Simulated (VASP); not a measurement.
# TaGe3Ru (P4mm) in VASP: further runs

Runs on TaGe3Ru. Level: PBE. Tasks: single point.

Everything below comes from runs of VASP 6.6.1. Logs are shortened: lines on timing, memory, paths and dates and some standing lists are left out, and cuts for length are marked.

**1. The cell of the first run**

It takes space group P4mm (No. 99, tetragonal). The conventional cell has a = 4.018 Å, b = 4.018 Å, c = 5.398 Å, α = 90.00°, β = 90.00°, γ = 90.00°. Ta (site symmetry 4mm) has 12 Ge at 2.96 to 3.39 Å and 4 Ru at 3.18 Å and 4 Ta at 4.02 Å within 4.1 Å. Ge (site symmetry 2mm) has 2 Ru at 2.36 Å and 6 Ge at 2.77 to 2.84 Å within 3.1 Å. Within 3.0 Å of Ge (site symmetry 4mm) lie 1 Ru at 2.25 Å and 4 Ge at 2.77 Å and 4 Ta at 2.96 Å. Ru (site symmetry 4mm) has 5 Ge at 2.25 to 2.36 Å within 3.0 Å.

The cell was built from a structure type or drawn by symmetry, and may not be a known phase.

**2. Single point, PBE**

The input, INCAR:

```
  ALGO = Normal
  EDIFF = 1E-6
  ENCUT = 520
  GGA = PE
  ISIF = 2
  ISMEAR = 0
  LASPH = T
  LCHARG = F
  LREAL = F
  LWAVE = F
  NBANDS = 42
  NELM = 80
  PREC = Accurate
  SIGMA = 0.1
```

The input, KPOINTS:

```
k-points
0
Gamma
  4 4 4
```

The input, POSCAR:

```
TaGe3Ru
1.0
    4.0183921400      0.0000000000      0.0000000000
    0.0000000000      4.0183921400      0.0000000000
    0.0000000000      0.0000000000      5.3983443100
Ta Ge Ru
1 3 1
Direct
    0.5000000000      0.5000000000      0.7014480800
    0.5000000000      0.0000000000      0.1957089200
    0.0000000000      0.5000000000      0.1957089200
    0.0000000000      0.0000000000      0.5493742200
    0.0000000000      0.0000000000      0.9659598500
```

Potentials or basis: VASP PAW PBE potentials, release 64 (Ta_pv, Ge_d, Ru_pv).

Started as:

```
cat potpaw_PBE.64/Ta_pv/POTCAR potpaw_PBE.64/Ge_d/POTCAR potpaw_PBE.64/Ru_pv/POTCAR > POTCAR
mpirun -np 1 vasp_std > vasp.out
```

OUTCAR:

```text
EDIFF = 1E-6
   ENCUT = 520
   GGA = PE
   ISIF = 2
   ISMEAR = 0
   LASPH = T
   LREAL = F
   NELM = 80
   PREC = Accurate

 ion  position               nearest neighbor table
   1  0.500  0.500  0.701-   4 2.96   4 2.96   4 2.96   4 2.96   5 3.18   5 3.18   5 3.18   5 3.18

   2  0.500  0.000  0.196-   5 2.36   5 2.36   4 2.77   4 2.77   3 2.84   3 2.84   3 2.84   3 2.84

   3  0.000  0.500  0.196-   5 2.36   5 2.36   4 2.77   4 2.77   2 2.84   2 2.84   2 2.84   2 2.84

   4  0.000  0.000  0.549-   5 2.25   3 2.77   2 2.77   3 2.77   2 2.77   1 2.96   1 2.96   1 2.96
                             1 2.96
   5  0.000  0.000  0.966-   4 2.25   3 2.36   2 2.36   3 2.36   2 2.36   1 3.18   1 3.18   1 3.18
                             1 3.18

  LATTYP: Found a simple tetragonal cell.
 ALAT       =     4.0183921400
 C/A-ratio  =     1.3434090357

  Lattice vectors:

 A1 = (   4.0183921400,   0.0000000000,   0.0000000000)
 A2 = (   0.0000000000,   4.0183921400,   0.0000000000)
 A3 = (   0.0000000000,   0.0000000000,   5.3983443100)

Analysis of symmetry for initial positions (statically):
=====================================================================
 Subroutine PRICEL returns:
 Original cell was already a primitive cell.

 Routine SETGRP: Setting up the symmetry group for a
 simple tetragonal supercell.

 Subroutine GETGRP returns: Found  8 space group operations
 (whereof  8 operations were pure point group operations)
 out of a pool of 16 trial point group operations.

The static configuration has the point symmetry C_4v.

Analysis of symmetry for dynamics (positions and initial velocities):
=====================================================================
 Subroutine PRICEL returns:
 Original cell was already a primitive cell.

 Routine SETGRP: Setting up the symmetry group for a
 simple tetragonal supercell.

 Subroutine GETGRP returns: Found  8 space group operations
 (whereof  8 operations were pure point group operations)
 out of a pool of 16 trial point group operations.

The dynamic configuration has the point symmetry C_4v.

 Subroutine INISYM returns: Found  8 space group operations
 (whereof  8 operations are pure point group operations),
 and found     1 'primitive' translations

----------------------------------------------------------------------------------------

                                     Primitive cell

  volume of cell :      87.1696

  direct lattice vectors                    reciprocal lattice vectors
     4.018392140  0.000000000  0.000000000     0.248855753  0.000000000  0.000000000
     0.000000000  4.018392140  0.000000000     0.000000000  0.248855753  0.000000000
     0.000000000  0.000000000  5.398344310     0.000000000  0.000000000  0.185241982

  length of vectors
     4.018392140  4.018392140  5.398344310     0.248855753  0.248855753  0.185241982

  position of ions in fractional coordinates (direct lattice)
     0.500000000  0.500000000  0.701448080
     0.500000000  0.000000000  0.195708920
     0.000000000  0.500000000  0.195708920
     0.000000000  0.000000000  0.549374220
     0.000000000  0.000000000  0.965959850

  ion indices of the primitive-cell ions
   primitive index   ion index
                 1           1
                 2           2
                 3           3
                 4           4
                 5           5

----------------------------------------------------------------------------------------

 KPOINTS: k-points

Automatic generation of k-mesh.
 Grid dimensions read from file:
 generate k-points for:    4    4    4

 Generating k-lattice:

  Cartesian coordinates                     Fractional coordinates (reciprocal lattice)
     0.062213938  0.000000000  0.000000000     0.250000000  0.000000000  0.000000000
     0.000000000  0.062213938  0.000000000     0.000000000  0.250000000  0.000000000
     0.000000000  0.000000000  0.046310496     0.000000000  0.000000000  0.250000000

  Length of vectors
     0.062213938  0.062213938  0.046310496

  Shift w.r.t. Gamma in fractional coordinates (k-lattice)
     0.000000000  0.000000000  0.000000000

 Subroutine IBZKPT returns following result:
 ===========================================

 Found     18 irreducible k-points:

 Following reciprocal coordinates:
            Coordinates               Weight
  0.000000  0.000000  0.000000      1.000000
  0.250000  0.000000  0.000000      4.000000
  0.500000  0.000000  0.000000      2.000000
  0.250000  0.250000  0.000000      4.000000
  0.500000  0.250000  0.000000      4.000000
  0.500000  0.500000  0.000000      1.000000
[... 10 lines left out ...]
  0.500000  0.250000  0.500000      4.000000
  0.500000  0.500000  0.500000      1.000000
   k-points           NKPTS =     18   k-points in BZ     NKDIM =     18   number of bands    NBANDS=     42
   number of dos      NEDOS =    301   number of ions     NIONS =      5
   total plane-waves  NPLWV =  36000
   dimension x,y,z NGX =    30 NGY =   30 NGZ =   40
   dimension x,y,z NGXF=    60 NGYF=   60 NGZF=   80
   ions per type =               1   3   1
   NGX,Y,Z   is equivalent  to a cutoff of  12.41, 12.41, 12.32 a.u.
   NGXF,Y,Z  is equivalent  to a cutoff of  24.82, 24.82, 24.64 a.u.
 SYSTEM =  unknown system
   PREC   = accura    normal or accurate (medium, high low for compatibility)
   ISTART =      0    job   : 0-new  1-cont  2-samecut
   ICHARG =      2    charge: 1-file 2-atom 10-const
   ISPIN  =      1    spin polarized calculation?
   LNONCOLLINEAR =      F non collinear calculations
   LSORBIT =      F    spin-orbit coupling
   LASPH  =      T    aspherical Exc in radial PAW
   ENCUT  =  520.0 eV  38.22 Ry    6.18 a.u.   7.47  7.47 10.04*2*pi/ulx,y,z
   NELM   =     80;   NELMIN=  2; NELMDL= -5     # of ELM steps
   EDIFF  = 0.1E-05   stopping-criterion for ELM
   LREAL  =      F    real-space projection
   EDIFFG = 0.1E-04   stopping-criterion for IOM
   NSW    =      0    number of steps for IOM
   IBRION =     -1    ionic relax: 0-MD 1-quasi-New 2-CG
   NFREE  =      0    steps in history (QN), initial steepest desc. (CG)
   ISIF   =      2    stress and relaxation
   ISYM   =      2    0-nonsym 1-usesym 2-fastsym
   POTIM  = 0.5000    time-step for ionic-motion
   TEBEG  =    0.0;   TEEND  =   0.0 temperature during run
   PSTRESS=    0.0 pullay stress
   NELECT =      67.0000    total number of electrons
   NUPDOWN=      -1.0000    fix difference up-down
   EMIN   =  10.00;   EMAX   =-10.00  energy-range for DOS
   EFERMI =   0.00;   METHOD = LEGACY
   ISMEAR =     0;   SIGMA  =   0.10  broadening in eV -4-tet -1-fermi 0-gaus
   EFERMI_NEDOS =   21; number of points for ismear=-14 and -15
   IALGO  =     38    algorithm
   IMIX   =      4    mixing-type and parameters
     AMIX     =   0.40;   BMIX     =  1.00
     AMIX_MAG =   1.60;   BMIX_MAG =  1.00
  volume/ion in A,a.u.               =      17.43       117.65
  Fermi-wavevector in a.u.,A,eV,Ry     =   1.499609  2.833850 30.597149  2.248827
  Thomas-Fermi vector in A             =   2.611217
   LORBIT       =      0    0 simple, 1 ext, 2 COOP (PROOUT), +10 PAW based schemes
   GGA     = PE    functional components
   LHFCALC =     F    Hartree Fock is set to
   AEXX    =    0.0000 exact exchange contribution
   IVDW    =     0    specifies the selected vdW correction
   LEPSILON=     F    determine dielectric tensor
   LRPA    =     F    only Hartree local field effects (RPA)
 non-spin polarized calculation
 Gauss-broadening in eV      SIGMA  =   0.10
  energy-cutoff  :      520.00
  volume of cell :       87.17
 maximum number of plane-waves:      2381
 NGX is ok and might be reduce to    30
   NGX = 15   NGY = 15   NGZ = 21

 number of electron      66.9999947 magnetization

 Free energy of the ion-electron system (eV)
  ---------------------------------------------------
  ext. energy  EPLUGINS =         0.00000000
  ---------------------------------------------------
  free energy    TOTEN  =       -32.02124331 eV

  energy without entropy =      -31.99561113  energy(sigma->0) =      -32.00842722

 E-fermi :   7.9831     XC(G=0): -12.0222

 val. band max:        7.8917030835   @ k =   0.0000   0.0000   0.2500
 cond. band min:       7.9880166152   @ k =   0.5000   0.0000   0.5000
 fundamental gap:      0.0963135317
 Fermi energy:         7.9831045883

 k-point     1 :       0.0000    0.0000    0.0000
  band No.  band energies     occupation
      1     -34.8398      2.00000
      2     -34.6712      2.00000
      3     -34.6712      2.00000
      4     -27.5966      2.00000
      5     -27.5966      2.00000
      6     -27.4675      2.00000
[... 34 lines left out ...]
     41      12.8904      0.00000
     42      12.9804      0.00000

 k-point     2 :       0.2500    0.0000    0.0000
  band No.  band energies     occupation
      1     -34.8390      2.00000
      2     -34.6750      2.00000
      3     -34.6708      2.00000
      4     -27.6074      2.00000
      5     -27.5962      2.00000
      6     -27.4662      2.00000
[... 34 lines left out ...]
     41      11.7363      0.00000
     42      12.5569      0.00000

 k-point     3 :       0.5000    0.0000    0.0000
  band No.  band energies     occupation
      1     -34.8382      2.00000
      2     -34.6788      2.00000
      3     -34.6705      2.00000
      4     -27.6181      2.00000
      5     -27.5959      2.00000
      6     -27.4650      2.00000
[... 34 lines left out ...]
     41      11.2163      0.00000
     42      13.2732      0.00000

 k-point     4 :       0.2500    0.2500    0.0000
  band No.  band energies     occupation
      1     -34.8381      2.00000
      2     -34.6749      2.00000
      3     -34.6747      2.00000
      4     -27.6070      2.00000
      5     -27.6058      2.00000
      6     -27.4654      2.00000
[... 574 lines left out ...]
     41      11.8306      0.00000
     42      13.1046      0.00000

 k-point    17 :       0.5000    0.2500    0.5000
  band No.  band energies     occupation
      1     -34.8382      2.00000
      2     -34.6788      2.00000
      3     -34.6746      2.00000
      4     -27.6165      2.00000
      5     -27.6054      2.00000
      6     -27.4648      2.00000
[... 34 lines left out ...]
     41      12.9058      0.00000
     42      12.9568      0.00000

 k-point    18 :       0.5000    0.5000    0.5000
  band No.  band energies     occupation
      1     -34.8372      2.00000
      2     -34.6787      2.00000
      3     -34.6787      2.00000
      4     -27.6149      2.00000
      5     -27.6149      2.00000
      6     -27.4643      2.00000
[... 34 lines left out ...]
     41      12.9657      0.00000
     42      13.0521      0.00000

------------------------ aborting loop because EDIFF is reached ----------------------------------------

  FORCE on cell =-STRESS in cart. coord.  units (eV):
  Direction    XX          YY          ZZ          XY          YZ          ZX
  --------------------------------------------------------------------------------------
  -------------------------------------------------------------------------------------
  Total        0.9257151      0.9257151      4.1030861      0.0000000     -0.0000000      0.0000000
  in kB       17.0146387     17.0146387     75.4146983      0.0000000     -0.0000000      0.0000000
  external PRESSURE =      36.4813252 kB  Pullay stress =       0.0000000 kB

 VOLUME and BASIS-vectors are now :
 -----------------------------------------------------------------------------
  energy-cutoff  :      520.00
  volume of cell :       87.17
      direct lattice vectors                 reciprocal lattice vectors
     4.018392140  0.000000000  0.000000000     0.248855753  0.000000000  0.000000000
     0.000000000  4.018392140  0.000000000     0.000000000  0.248855753  0.000000000
     0.000000000  0.000000000  5.398344310     0.000000000  0.000000000  0.185241982

 POSITION                                       TOTAL-FORCE (eV/Angst)
 -----------------------------------------------------------------------------------
      2.00920      2.00920      3.78666         0.000000      0.000000     -0.212265
      2.00920      0.00000      1.05650         0.000000     -0.000000      0.785120
      0.00000      2.00920      1.05650         0.000000     -0.000000      0.785120
      0.00000      0.00000      2.96571         0.000000      0.000000     -0.877106
      0.00000      0.00000      5.21458        -0.000000     -0.000000     -0.480869
 -----------------------------------------------------------------------------------
    total drift:                                0.000000      0.000000     -0.003821

  FREE ENERGIE OF THE ION-ELECTRON SYSTEM (eV)
  ---------------------------------------------------
  free  energy   TOTEN  =       -32.0212433081 eV

  energy  without entropy=      -31.9956111289  energy(sigma->0) =      -32.00842722
```

Run time: 30 s. Hardware: 1 thread of Intel Xeon 6975P-C (Granite Rapids), shared host; peak memory 0.21 GiB.

What came out:

| Property | Result |
| --- | --- |
| Free energy | -32.0212 eV |
| Pressure | 3.6 GPa |
| Largest force | 0.877 eV/Å |
| Band gap on the k mesh | zero (an odd number of electrons rules out a gap without spin polarisation) |

Forces in eV/Å, atoms in the order of the input:
```
Ta   0.000  0.000 -0.212
Ge   0.000  0.000  0.785
Ge   0.000  0.000  0.785
Ge   0.000  0.000 -0.877
Ru   0.000  0.000 -0.481
```

Caveat: the k points lie up to 0.39 Å⁻¹ apart, too coarse for converged energies and pressures of a metal; spin-orbit coupling is left out, which moves the levels of the heavy elements.

**3. Single point, PBE**

This run uses another cell than the first one, of 18.65 Å³/atom.

The input, INCAR:

```
PREC = Accurate
ENCUT = 520
EDIFF = 1E-7
ISMEAR = 0
SIGMA = 0.1
LREAL = False
LASPH = True
NELM = 100
ALGO = Normal
ISIF = 2
LWAVE = False
LCHARG = False
GGA = PE
NBANDS = 42
```

The input, KPOINTS:

```
regular mesh
0
Gamma
  4 4 4
```

The input, POSCAR:

```
TaGe3Ru
1.0
    3.7087707267      0.0000000000      0.0000000000
    0.0000000000      3.7087707267      0.0000000000
    0.0000000000      0.0000000000      6.7787666151
Ta Ge Ru
1 3 1
Direct
    0.5000000000      0.5000000000      0.5303824257
    0.5000000000      0.0000000000      0.2274015917
    0.0000000000      0.5000000000      0.2274015917
    0.0000000000      0.0000000000      0.6335699458
    0.0000000000      0.0000000000      0.9894444351
```

Potentials or basis: VASP PAW PBE potentials, release 64 (Ta_pv, Ge_d, Ru_pv).

Started as:

```
cat potpaw_PBE.64/Ta_pv/POTCAR potpaw_PBE.64/Ge_d/POTCAR potpaw_PBE.64/Ru_pv/POTCAR > POTCAR
mpirun -np 1 vasp_std > vasp.out
```

OUTCAR:

```text
PREC = Accurate
   ENCUT = 520
   EDIFF = 1E-7
   ISMEAR = 0
   LREAL = False
   LASPH = True
   NELM = 100
   ISIF = 2
   GGA = PE

 ion  position               nearest neighbor table
   1  0.500  0.500  0.530-   4 2.71   4 2.71   4 2.71   4 2.71   3 2.77   3 2.77   2 2.77   2 2.77

   2  0.500  0.000  0.227-   5 2.46   5 2.46   3 2.62   3 2.62   3 2.62   3 2.62   1 2.77   1 2.77

   3  0.000  0.500  0.227-   5 2.46   5 2.46   2 2.62   2 2.62   2 2.62   2 2.62   1 2.77   1 2.77

   4  0.000  0.000  0.634-   5 2.41   1 2.71   1 2.71   1 2.71   1 2.71
   5  0.000  0.000  0.989-   4 2.41   3 2.46   2 2.46   3 2.46   2 2.46

  LATTYP: Found a simple tetragonal cell.
 ALAT       =     3.7087707267
 C/A-ratio  =     1.8277664258

  Lattice vectors:

 A1 = (   3.7087707267,   0.0000000000,   0.0000000000)
 A2 = (   0.0000000000,   3.7087707267,   0.0000000000)
 A3 = (   0.0000000000,   0.0000000000,   6.7787666151)

Analysis of symmetry for initial positions (statically):
=====================================================================
 Subroutine PRICEL returns:
[... 172 lines left out ...]

 val. band max:        6.5583529805   @ k =   0.5000   0.0000   0.2500
 cond. band min:       6.6541259601   @ k =   0.5000   0.2500   0.2500
 fundamental gap:      0.0957729796
 Fermi energy:         6.6104752852

 k-point     1 :       0.0000    0.0000    0.0000
  band No.  band energies     occupation
      1     -35.7511      2.00000
      2     -35.2974      2.00000
      3     -35.2974      2.00000
      4     -28.1076      2.00000
      5     -28.1076      2.00000
      6     -28.0959      2.00000
[... 799 lines left out ...]
     41      11.5719      0.00000
     42      11.8855      0.00000

------------------------ aborting loop because EDIFF is reached ----------------------------------------

  FORCE on cell =-STRESS in cart. coord.  units (eV):
  Direction    XX          YY          ZZ          XY          YZ          ZX
  --------------------------------------------------------------------------------------
  -------------------------------------------------------------------------------------
  Total        0.1132343      0.1132343      0.1172675      0.0000000     -0.0000000      0.0000000
  in kB        1.9457095      1.9457095      2.0150109      0.0000000     -0.0000000      0.0000000
  external PRESSURE =       1.9688100 kB  Pullay stress =       0.0000000 kB

 VOLUME and BASIS-vectors are now :
 -----------------------------------------------------------------------------
  energy-cutoff  :      520.00
  volume of cell :       93.24
      direct lattice vectors                 reciprocal lattice vectors
     3.708770727  0.000000000  0.000000000     0.269631119  0.000000000  0.000000000
     0.000000000  3.708770727  0.000000000     0.000000000  0.269631119  0.000000000
     0.000000000  0.000000000  6.778766615     0.000000000  0.000000000  0.147519461

 POSITION                                       TOTAL-FORCE (eV/Angst)
 -----------------------------------------------------------------------------------
      1.85439      1.85439      3.59534        -0.000000     -0.000000     -0.003357
      1.85439      0.00000      1.54150        -0.000000      0.000000      0.020579
      0.00000      1.85439      1.54150        -0.000000      0.000000      0.020579
      0.00000      0.00000      4.29482         0.000000      0.000000      0.005445
      0.00000      0.00000      6.70721        -0.000000      0.000000     -0.043247
 -----------------------------------------------------------------------------------
    total drift:                               -0.000000      0.000000     -0.001398

  FREE ENERGIE OF THE ION-ELECTRON SYSTEM (eV)
  ---------------------------------------------------
  free  energy   TOTEN  =       -33.5661883740 eV

  energy  without entropy=      -33.5531286299  energy(sigma->0) =      -33.55965850
```

Run time: 32 s. Hardware: 1 thread of Intel Xeon 6975P-C (Granite Rapids), shared host; peak memory 0.22 GiB.

What came out:

```
Free energy            : -33.5662 eV
Pressure               : 0.2 GPa
Largest force          : 0.043 eV/Å
Band gap on the k mesh : zero (an odd number of electrons rules out a gap without spin polarisation)
```

Forces on the atoms (eV/Å):
```
Ta   0.000  0.000 -0.003
Ge   0.000  0.000  0.021
Ge   0.000  0.000  0.021
Ge   0.000  0.000  0.005
Ru   0.000  0.000 -0.043
```

Levels at points of the mesh, in eV from the Fermi level:
```
           k point  band 30  band 31  band 32  band 33  band 34  band 35  band 36  band 37
(0.00, 0.00, 0.00)    -0.81    -0.52    -0.42    -0.42     0.13     0.13     0.89     0.97
(0.50, 0.00, 0.00)    -1.65    -1.63    -1.31    -0.26    -0.19     1.24     1.51     2.02
(0.50, 0.50, 0.00)    -2.23    -2.23    -1.20    -0.41     0.57     0.57     1.01     1.70
(0.00, 0.00, 0.50)    -1.06    -1.06    -0.99    -0.51     0.96     1.28     1.33     1.33
(0.50, 0.00, 0.50)    -1.55    -1.42    -0.95    -0.82     0.08     0.57     1.23     2.28
(0.50, 0.50, 0.50)    -2.52    -1.73    -1.01    -0.41     0.78     0.78     0.97     2.12
```

Caveat: the k points lie up to 0.42 Å⁻¹ apart, too coarse for converged energies and pressures of a metal; spin-orbit coupling is left out, which moves the levels of the heavy elements.
